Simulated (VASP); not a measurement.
**MgS: single point with PBEsol**

The system is MgS.

```
S Mg
1.0
     3.87324    0.00000    0.00000
    -1.93662    3.35432    0.00000
     0.00000    0.00000    6.43229
S Mg
2 2
Direct
  0.66667 0.33333 0.87384
  0.33333 0.66667 0.37384
  0.33333 0.66667 0.00116
  0.66667 0.33333 0.50116
```

```
Program                : VASP 6.6.1
Task                   : single point
Functional             : PBEsol
Potentials or basis    : VASP PAW PBE potentials, release 64 (S, Mg)
Cutoff                 : 520 eV
k mesh                 : 7 × 7 × 4
Occupations            : fermi-dirac, width 0.05 eV
Spin                   : no spin polarisation
Dipole correction      : no
Further INCAR settings : ALGO = Normal; EDIFF = 1e-07; NBANDS = 16
```

```
Pressure               : 5.1 GPa
Largest force          : 0.007 eV/Å
Band gap on the k mesh : 3.73 eV
```

Forces in eV/Å, atoms in the order of the input:
```
S    0.000  0.000 -0.007
S    0.000  0.000 -0.007
Mg   0.000  0.000  0.007
Mg   0.000  0.000  0.007
```

Stress tensor (GPa, compression positive):
```
5.78 0.00 0.00
0.00 5.78 0.00
0.00 0.00 3.88
```

Levels at points of the mesh, in eV from the valence-band top:
```csv
k point,band 4,band 5,band 6,band 7,band 8,band 9,band 10,band 11,band 12,band 13
"(0.00, 0.00, 0.00)",-0.39,-0.39,-0.12,0.00,0.00,3.73,5.12,7.82,7.82,8.02
"(0.00, 0.00, 0.50)",-2.16,-0.20,-0.20,-0.20,-0.20,5.31,5.31,7.70,7.70,7.96
```

It took 22 s on 1 thread of Intel(R) Xeon(R) Platinum 8488C (Sapphire Rapids) (shared host), peak memory 0.2 GiB.

Caveat: the cell stands under pressure; the PAW data sets were made with another functional, which shifts forces and pressure a little.
